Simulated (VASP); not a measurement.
# MgTe (F-43m) in VASP: elastic constants with r2SCAN

Aim: the elastic constants of MgTe with r2SCAN.

Everything below comes from runs of VASP 6.6.1. Logs are shortened: lines on timing, memory, paths and dates and some standing lists are left out, and cuts for length are marked.

## (1) The cell of the first run

Symmetry: F-43m, No. 216, cubic system. The conventional cell has a = 6.412 Å, b = 6.412 Å, c = 6.412 Å, α = 90.00°, β = 90.00°, γ = 90.00°. Within 3.7 Å of Mg (site symmetry -43m) lie 4 Te at 2.78 Å. Te (site symmetry -43m) has 4 Mg at 2.78 Å within 3.7 Å.

## (2) Elastic constants, r2SCAN

Input file INCAR:

```
SYSTEM = MgTe
PREC = Accurate
ENCUT = 660
EDIFF = 1E-8
ISMEAR = 0
SIGMA = 0.01
LREAL = .FALSE.
LASPH = .TRUE.
NELM = 120
ALGO = Normal
ISIF = 3
LWAVE = .FALSE.
LCHARG = .FALSE.
METAGGA = R2SCAN
LMIXTAU = .TRUE.
IBRION = 6
NFREE = 2
POTIM = 0.015
NSW = 1
GGA_COMPAT = .FALSE.
KPAR = 4
```

Input file KPOINTS:

```
regular mesh
0
G
  8 8 8
  0 0 0
```

Input file POSCAR:

```
MgTe
1.0
    0.0000000000      3.2059632427      3.2059632427
    3.2059632427      0.0000000000      3.2059632427
    3.2059632427      3.2059632427      0.0000000000
Mg Te
1 1
Direct
    0.0000000000      0.0000000000      0.0000000000
    0.2500000000      0.2500000000      0.2500000000
```

Potentials or basis: VASP PAW PBE potentials, release 64 (Mg, Te).

Command:

```sh
$ cat potpaw_PBE.64/Mg/POTCAR potpaw_PBE.64/Te/POTCAR > POTCAR
$ mpirun -np 4 vasp_std > vasp.out
```

OUTCAR:

```text
SYSTEM = MgTe
   PREC = Accurate
   ENCUT = 660
   EDIFF = 1E-8
   ISMEAR = 0
   LREAL = .FALSE.
   LASPH = .TRUE.
   NELM = 120
   ISIF = 3
   METAGGA = R2SCAN
   IBRION = 6
   NFREE = 2
   POTIM = 0.015
   NSW = 1

 ion  position               nearest neighbor table
   1  0.000  0.000  0.000-   2 2.78   2 2.78   2 2.78   2 2.78
   2  0.250  0.250  0.250-   1 2.78   1 2.78   1 2.78   1 2.78

  LATTYP: Found a face centered cubic cell.
 ALAT       =     6.4119264854

  Lattice vectors:

 A1 = (   0.0000000000,   3.2059632427,   3.2059632427)
 A2 = (   3.2059632427,   0.0000000000,   3.2059632427)
 A3 = (   3.2059632427,   3.2059632427,   0.0000000000)

Analysis of symmetry for initial positions (statically):
=====================================================================
 Subroutine PRICEL returns:
 Original cell was already a primitive cell.

 Routine SETGRP: Setting up the symmetry group for a
 face centered cubic supercell.

 Subroutine GETGRP returns: Found 24 space group operations
 (whereof 24 operations were pure point group operations)
 out of a pool of 48 trial point group operations.

The static configuration has the point symmetry T_d .

Analysis of symmetry for dynamics (positions and initial velocities):
=====================================================================
 Subroutine PRICEL returns:
 Original cell was already a primitive cell.

 Routine SETGRP: Setting up the symmetry group for a
 face centered cubic supercell.

 Subroutine GETGRP returns: Found 24 space group operations
 (whereof 24 operations were pure point group operations)
 out of a pool of 48 trial point group operations.

The dynamic configuration has the point symmetry T_d .

 Subroutine INISYM returns: Found 24 space group operations
 (whereof 24 operations are pure point group operations),
 and found     1 'primitive' translations

----------------------------------------------------------------------------------------

                                     Primitive cell

  volume of cell :      65.9031

  direct lattice vectors                    reciprocal lattice vectors
     0.000000000  3.205963243  3.205963243    -0.155959368  0.155959368  0.155959368
     3.205963243  0.000000000  3.205963243     0.155959368 -0.155959368  0.155959368
     3.205963243  3.205963243  0.000000000     0.155959368  0.155959368 -0.155959368

  length of vectors
     4.533916698  4.533916698  4.533916698     0.270129549  0.270129549  0.270129549

  position of ions in fractional coordinates (direct lattice)
     0.000000000  0.000000000  0.000000000
     0.250000000  0.250000000  0.250000000

  ion indices of the primitive-cell ions
   primitive index   ion index
                 1           1
                 2           2

----------------------------------------------------------------------------------------

 KPOINTS: regular mesh

Automatic generation of k-mesh.
 Grid dimensions read from file:
 generate k-points for:    8    8    8

 Generating k-lattice:

  Cartesian coordinates                     Fractional coordinates (reciprocal lattice)
    -0.019494921  0.019494921  0.019494921     0.125000000  0.000000000  0.000000000
     0.019494921 -0.019494921  0.019494921     0.000000000  0.125000000  0.000000000
[... 107 lines left out ...]

  energy without entropy =      -31.67605418  energy(sigma->0) =      -31.67605418

------------------------ aborting loop because EDIFF is reached ----------------------------------------

  FORCE on cell =-STRESS in cart. coord.  units (eV):
  Direction    XX          YY          ZZ          XY          YZ          ZX
  --------------------------------------------------------------------------------------
  -------------------------------------------------------------------------------------
  Total        0.3686703      0.3686703      0.3686703      0.0000000     -0.0000000      0.0000000
  in kB        8.9627885      8.9627885      8.9627885      0.0000000     -0.0000000      0.0000000
  external PRESSURE =       8.9627885 kB  Pullay stress =       0.0000000 kB
[... 89 lines left out ...]
  FREE ENERGIE OF THE ION-ELECTRON SYSTEM (eV)
  ---------------------------------------------------
  free  energy   TOTEN  =       -31.6681343619 eV

  energy  without entropy=      -31.6681343619  energy(sigma->0) =      -31.66813436

[... ionic steps 4 to 14 ...]

--------------------------------------- Ionic step       15  -------------------------------------------

 number of electron       8.0000000 magnetization

------------------------ aborting loop because EDIFF is reached ----------------------------------------
[... 67 lines left out ...]
--------------------------------------- Ionic step       17  -------------------------------------------

 number of electron       8.0000000 magnetization

 Free energy of the ion-electron system (eV)
  ---------------------------------------------------
  ext. energy  EPLUGINS =         0.00000000
  ---------------------------------------------------
  free energy    TOTEN  =       -31.67553850 eV

  energy without entropy =      -31.67553850  energy(sigma->0) =      -31.67553850

 E-fermi :   1.9004     XC(G=0):  -8.2812

 val. band max:        1.8146637772   @ k =   0.0000   0.0000   0.0000
 cond. band min:       4.9818789134   @ k =   0.0000   0.5000   0.5000
 fundamental gap:      3.1672151362
 Fermi energy:         1.9003806666

 k-point     1 :       0.0000    0.0000    0.0000
  band No.  band energies     occupation
      1      -8.7872      2.00000
      2       1.7768      2.00000
      3       1.7960      2.00000
      4       1.8147      2.00000
      5       5.0079      0.00000
      6       7.8078      0.00000
      7       7.8134      0.00000
      8       7.8194      0.00000
[... 243 lines left out ...]
 k-point    24 :      -0.3750    0.2500    0.1250
  band No.  band energies     occupation
      1      -8.0172      2.00000
      2      -1.2508      2.00000
      3       0.2861      2.00000
      4       0.9981      2.00000
      5       6.6948      0.00000
      6       7.1868      0.00000
      7       9.1222      0.00000
      8       9.6445      0.00000

 [... further k-points ...]

------------------------ aborting loop because EDIFF is reached ----------------------------------------

  FORCE on cell =-STRESS in cart. coord.  units (eV):
  Direction    XX          YY          ZZ          XY          YZ          ZX
  --------------------------------------------------------------------------------------
  -------------------------------------------------------------------------------------
  Total        0.3686340      0.3703292      0.3703292      0.0000000      0.0868983      0.0000000
  in kB        8.9619045      9.0031175      9.0031175      0.0000000      2.1125950      0.0000000
  external PRESSURE =       8.9893798 kB  Pullay stress =       0.0000000 kB
[... 17 lines left out ...]
  FREE ENERGIE OF THE ION-ELECTRON SYSTEM (eV)
  ---------------------------------------------------
  free  energy   TOTEN  =       -31.6755385019 eV

  energy  without entropy=      -31.6755385019  energy(sigma->0) =      -31.67553850

 INTERNAL STRAIN TENSORS FROM STRAINED CELLS
 ============================================

 INTERNAL STRAIN TENSOR FOR ION    1 for displacements in x,y,z  (eV/Angst):
          X           Y           Z          XY          YZ          ZX
  --------------------------------------------------------------------------------
  x    -0.00000    -0.00000    -0.00000     0.00000     5.78350     0.00000
  y     0.00000    -0.00000    -0.00000     0.00000     0.00000     5.78343
  z     0.00000     0.00000    -0.00000     5.78345    -0.00000    -0.00000

 INTERNAL STRAIN TENSORS FROM DISPLACED ATOMS
 ============================================

 INTERNAL STRAIN TENSOR FOR ION    1 for displacements in x,y,z  (eV/Angst):
          X           Y           Z          XY          YZ          ZX
  --------------------------------------------------------------------------------
  x     0.00000     0.00000     0.00000     0.00000     5.76106     0.00000
  y    -0.00000    -0.00000    -0.00000     0.00000     0.00000     5.76106
  z     0.00000     0.00000     0.00000     5.76106     0.00000     0.00000

 INTERNAL STRAIN TENSOR FOR ION    2 for displacements in x,y,z  (eV/Angst):
          X           Y           Z          XY          YZ          ZX
  --------------------------------------------------------------------------------
  x     0.00000     0.00000     0.00000     0.00000    -5.79064     0.00000
  y     0.00000     0.00000     0.00000     0.00000     0.00000    -5.79064
  z     0.00000     0.00000     0.00000    -5.79064     0.00000     0.00000

 Eigenvectors and eigenvalues of the dynamical matrix
 ----------------------------------------------------

   1 f  =    7.390336 THz    46.434851 2PiTHz  246.515078 cm-1    30.563961 meV
             X         Y         Z           dx          dy          dz
      0.000000  0.000000  0.000000    -0.915509    0.000000    0.000000
      1.602982  1.602982  1.602982     0.402297    0.000000    0.000000
[... 21 lines left out ...]
   6 f/i=    0.018521 THz     0.116370 2PiTHz    0.617790 cm-1     0.076596 meV
             X         Y         Z           dx          dy          dz
      0.000000  0.000000  0.000000     0.000000    0.312731    0.253066
      1.602982  1.602982  1.602982     0.000000    0.711682    0.575904

--------------------------------------------------------------------------------------------------------

 ELASTIC MODULI CONTR FROM IONIC RELAXATION (kBar)
 Direction    XX          YY          ZZ          XY          YZ          ZX
 --------------------------------------------------------------------------------
 XX          -0.0000      0.0000      0.0000     -0.0000      0.0000      0.0000
 YY           0.0000     -0.0000     -0.0000     -0.0000     -0.0000      0.0000
 ZZ           0.0000     -0.0000     -0.0000      0.0000     -0.0000      0.0000
 XY          -0.0000     -0.0000      0.0000   -176.9383     -0.0000      0.0000
 YZ           0.0000     -0.0000     -0.0000     -0.0000   -176.9383      0.0000
 ZX           0.0000      0.0000      0.0000      0.0000      0.0000   -176.9383
 --------------------------------------------------------------------------------

 TOTAL ELASTIC MODULI (kBar)
 Direction    XX          YY          ZZ          XY          YZ          ZX
 --------------------------------------------------------------------------------
 XX         511.5174    354.6569    354.6569      0.0000      0.0000     -0.0000
 YY         354.6569    511.5174    354.6569      0.0000     -0.0000      0.0000
 ZZ         354.6569    354.6569    511.5174      0.0000     -0.0000      0.0000
 XY           0.0000      0.0000      0.0000    192.5877     -0.0000      0.0000
 YZ           0.0000     -0.0000     -0.0000     -0.0000    192.5877      0.0000
 ZX          -0.0000      0.0000      0.0000      0.0000      0.0000    192.5877
 --------------------------------------------------------------------------------
```

Run time: 24 min. Hardware: 4 MPI ranks of Intel Xeon Platinum 8259CL at 2.50GHz (Skylake/Cascade Lake), shared host; peak memory 0.44 GiB.

Results:

- Elastic constants C11, C12, C44: 51, 35, 19 GPa
- Voigt bulk modulus: 41 GPa
- Highest phonon frequency at Γ, LO-TO splitting left out: 247 cm⁻¹

Phonon frequencies in cm⁻¹ (negative: imaginary):
```tsv
q point	frequencies
(0.000, 0.000, 0.000)	-1 -1 -1 247 247 247
```

Elastic tensor in Voigt notation (GPa, in the Cartesian axes of the cell as first typed):
```
51 35 35  0  0  0
35 51 35  0  0  0
35 35 51  0  0  0
 0  0  0 19  0  0
 0  0  0  0 19  0
 0  0  0  0  0 19
```

Clamped-ion elastic tensor (GPa):
```
51 35 35  0  0  0
35 51 35  0  0  0
35 35 51  0  0  0
 0  0  0 37  0  0
 0  0  0  0 37  0
 0  0  0  0  0 37
```

Caveat: the PAW data sets were made with another functional, which shifts forces and pressure a little; spin-orbit coupling is left out, which moves the levels of the heavy elements.
